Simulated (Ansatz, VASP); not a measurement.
**One calculation of CaSe, two programs**

Contents of INCAR:

```
SYSTEM = CaSe
PREC     = Accurate       ! precision mode
ENCUT    = 600            ! plane-wave cutoff, eV
EDIFF    = 1E-7           ! SCF threshold, eV
ISMEAR   = 0              ! smearing method
SIGMA    = 0.1            ! smearing width, eV
LREAL    = .FALSE.        ! projectors in reciprocal space
LASPH    = .TRUE.         ! aspherical terms in the spheres
NELM     = 100            ! most SCF steps
ALGO     = Normal         ! electronic algorithm
ISIF     = 3              ! what is computed and relaxed
LWAVE    = .FALSE.        ! write WAVECAR
LCHARG   = .FALSE.        ! write CHGCAR
GGA      = PE             ! functional
IBRION   = 2              ! ionic algorithm
NSW      = 90             ! ionic steps
EDIFFG   = -0.04          ! ionic threshold
```

File KPOINTS:

```
regular mesh
0
G
  6 6 6
  0 0 0
```

The input POSCAR:

```
CaSe
1.0
    0.0000000000      2.9802363369      2.9802363369
    2.9802363369      0.0000000000      2.9802363369
    2.9802363369      2.9802363369      0.0000000000
Ca Se
1 1
Direct
    0.5000000000      0.5000000000      0.5000000000
    0.0000000000      0.0000000000      0.0000000000
```

Input for Ansatz:

```yaml
crystal:
  lattice:
    - [0.0, 2.9802363369, 2.9802363369]
    - [2.9802363369, 0.0, 2.9802363369]
    - [2.9802363369, 2.9802363369, 0.0]
  atoms:
    - { symbol: Ca, position: [0.5, 0.5, 0.5] }
    - { symbol: Se, position: [0.0, 0.0, 0.0] }
basis:
  ecutwfc: 420
kpoints:
  mp_grid: { grid: [6, 6, 6] }
hamiltonian:
  xc: pbe
scf:
  occupations: { method: gaussian, width: 0.1 }
  lower_state_search: "off"
output:
  forces: true
  stress: true
  eigenvalues: true
relax:
  adjacent_minimum: "off"
  f_tol: 0.04
  max_steps: 70
  cell: { stress_tol: 0.4 }
```

Alike in both runs: task relaxation of cell and atoms; functional PBE; k mesh 6 × 6 × 6; occupations gaussian, width 0.1 eV; no spin polarisation.

|  | VASP | Ansatz |
| --- | --- | --- |
| version | VASP 6.6.1 | Ansatz 0.2.0 |
| potentials or method | VASP PAW PBE potentials, release 64 (Ca_sv, Se), cutoff 600 eV | scalar-relativistic, plane waves, PAW |
| valence electrons in the cell | 16 | 26 |

```csv
,VASP,Ansatz,Ansatz less VASP
"gap on the k mesh at the Fermi level, each at its own relaxed structure (eV)",2.08,2.08,+0.009
relaxed volume (Å³/atom),26.47,26.47,0.000
relaxed cell length with the largest relative difference (Å),4.215,4.215,0.0000
```

VASP's potentials hold 16 valence electrons a cell and Ansatz's 26, so a difference there can come from the potentials and not from the codes.

Noted on VASP's run: the relaxation stopped at its first step, so nothing moved.
